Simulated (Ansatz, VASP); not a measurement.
# SiC in VASP and in Ansatz

```
CELL_PARAMETERS angstrom
3.07755 0.00000 0.00000
-1.53878 2.66524 0.00000
0.00000 0.00000 10.07672
ATOMIC_POSITIONS crystal
Si 0.66667 0.33333 0.93784
Si 0.33333 0.66667 0.43784
Si 0.00000 0.00000 0.68789
Si 0.00000 0.00000 0.18789
C 0.66667 0.33333 0.74980
C 0.33333 0.66667 0.24980
C 0.00000 0.00000 0.50047
C 0.00000 0.00000 0.00047
```

Alike in both runs: task single point; functional r2SCAN; k mesh 12 × 12 × 4; no spin polarisation.

|  | VASP | Ansatz |
| --- | --- | --- |
| version | VASP 6.6.1 | Ansatz 0.2.0 |
| potentials or method | VASP PAW PBE potentials, release 64 (Si, C) | plane waves, PAW |
| plane-wave cutoff (eV) | 520 | 500 |
| occupations | gaussian, width 0.01 eV | fixed |
| valence electrons in the cell | 32 | 32 |

```csv
,VASP,Ansatz,Ansatz less VASP
gap on the k mesh at the Fermi level (eV),2.61,2.60,-0.011
pressure (GPa),-0.2,0.0,+0.19
```

VASP's potentials were made for PBE, not for r2SCAN.
